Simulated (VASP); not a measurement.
Write the native input for VASP 6.6.1 that does the following.

* Task: single point
* Functional: PBE
* Potentials or basis: VASP PAW PBE potentials, release 64 (Cd_sv_GW, S)
* Cutoff: 630 eV
* k mesh: 8 × 8 × 8
* Occupations: fermi-dirac, width 0.02 eV
* Spin: no spin polarisation
* Dipole correction: no
* Further INCAR settings: ALGO = Normal; EDIFF = 1e-06; NBANDS = 20

The structure of CdS lies in POSCAR:

```
CdS
1.0
    0.0000000000      3.1058683214      3.1058683214
    3.1058683214      0.0000000000      3.1058683214
    3.1058683214      3.1058683214      0.0000000000
Cd S
1 1
Direct
    0.0000000000      0.0000000000      0.0000000000
    0.2500000000      0.2500000000      0.2500000000
```

This cell differs from its parent crystal: strain +5.7%.

The input as run:

INCAR

```
SYSTEM = CdS
ALGO = Normal
EDIFF = 1E-6
ENCUT = 630
GGA = PE
GGA_COMPAT = .False.
ISIF = 2
ISMEAR = -1
LASPH = .True.
LCHARG = .False.
LREAL = .False.
LWAVE = .False.
NBANDS = 20
NELM = 120
PREC = Accurate
SIGMA = 0.02
```

KPOINTS

```
k-points
0
Gamma
  8 8 8
  0 0 0
```

Potentials or basis: VASP PAW PBE potentials, release 64 (Cd_sv_GW, S).

Launch:

```bash
$ cat potpaw_PBE.64/Cd_sv_GW/POTCAR potpaw_PBE.64/S/POTCAR > POTCAR
$ mpirun -np 1 vasp_std > vasp.out
```

It gave:

```yaml
Pressure: -5.5 GPa
Band_gap_on_the_k_mesh: 0.72 eV
```

Caveat: the cell differs from its parent crystal (strain +5.7%); the cell stands under tension; the structure was generated, so it needn't be the stable form of CdS; semilocal functionals underestimate gaps, and a narrow one can read as zero.

Run time: 29 s on 1 thread of AMD EPYC 9R45 96-Core Processor (Zen 5) (shared host), peak memory 0.21 GiB.
